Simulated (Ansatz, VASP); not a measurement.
**TiO in VASP and in Ansatz**

File POSCAR:

```
TiO
1.0
    2.8516080131      0.0000000000      0.0000000000
   -1.4258040066      2.4695649810      0.0000000000
    0.0000000000      0.0000000000      5.5675030000
Ti O
2 2
Direct
    0.3333333300      0.6666666700      0.2500000000
    0.6666666700      0.3333333300      0.7500000000
    0.0000000000      0.0000000000      0.0000000000
    0.0000000000      0.0000000000      0.5000000000
```

The input INCAR.step1:

```
SYSTEM = TiO
PREC = Accurate ; ENCUT = 520
ISMEAR = 0 ; SIGMA = 0.1
LREAL = .FALSE. ; LASPH = .TRUE.
NELM = 80 ; NBANDS = 26
GGA = PE ; ALGO = Normal
EDIFF = 1E-4 ; LWAVE = .TRUE.
LCHARG = .FALSE.
```

The input INCAR.step2:

```
SYSTEM = TiO
PREC = Accurate ; ENCUT = 520
EDIFF = 1E-7 ; ISMEAR = 0
SIGMA = 0.1 ; LREAL = .FALSE.
LASPH = .TRUE. ; NELM = 80
ALGO = Normal ; ISIF = 2
LWAVE = .FALSE. ; LCHARG = .FALSE.
METAGGA = R2SCAN ; LMIXTAU = .TRUE.
NBANDS = 26 ; ISTART = 1
```

File KPOINTS:

```
regular mesh
0
G
  18 18 8
  0 0 0
```

Input for Ansatz:

```yaml
crystal:
  lattice:
    - [2.8516080131, 0.0, 0.0]
    - [-1.4258040066, 2.469564981, 0.0]
    - [0.0, 0.0, 5.567503]
  atoms:
    - { symbol: Ti, position: [0.33333333, 0.66666667, 0.25] }
    - { symbol: Ti, position: [0.66666667, 0.33333333, 0.75] }
    - { symbol: O, position: [0.0, 0.0, 0.0] }
    - { symbol: O, position: [0.0, 0.0, 0.5] }
basis:
  ecutwfc: 500
kpoints:
  mp_grid: { grid: [18, 18, 8] }
hamiltonian:
  xc: r2scan
scf:
  occupations: { method: gaussian, width: 0.1 }
output:
  forces: true
  stress: true
  eigenvalues: true
  populations: true
```

Alike in both runs: task single point; functional r2SCAN; k mesh 18 × 18 × 8; occupations gaussian, width 0.1 eV; no spin polarisation.

```csv
,VASP,Ansatz
version,VASP 6.6.1,Ansatz 0.2.0
potentials or method,"VASP PAW PBE potentials, release 64 (Ti_sv, O), cutoff 520 eV","scalar-relativistic, plane waves, PAW"
valence electrons in the cell,36,36
```

|  | VASP | Ansatz | Ansatz less VASP |
| --- | --- | --- | --- |
| gap on the k mesh at the Fermi level (eV) | none | none | - |
| pressure (GPa) | -3.6 | -5.3 | -1.69 |
| traceless stress, the component that is largest in VASP (GPa) | 1.09 | 0.82 | -0.263 |

VASP's potentials were made for PBE, not for r2SCAN. A gap of «none» marks a metal or a gap that the smearing closes. With one functional, cell and mesh, what is left measures potentials, basis and numerics.
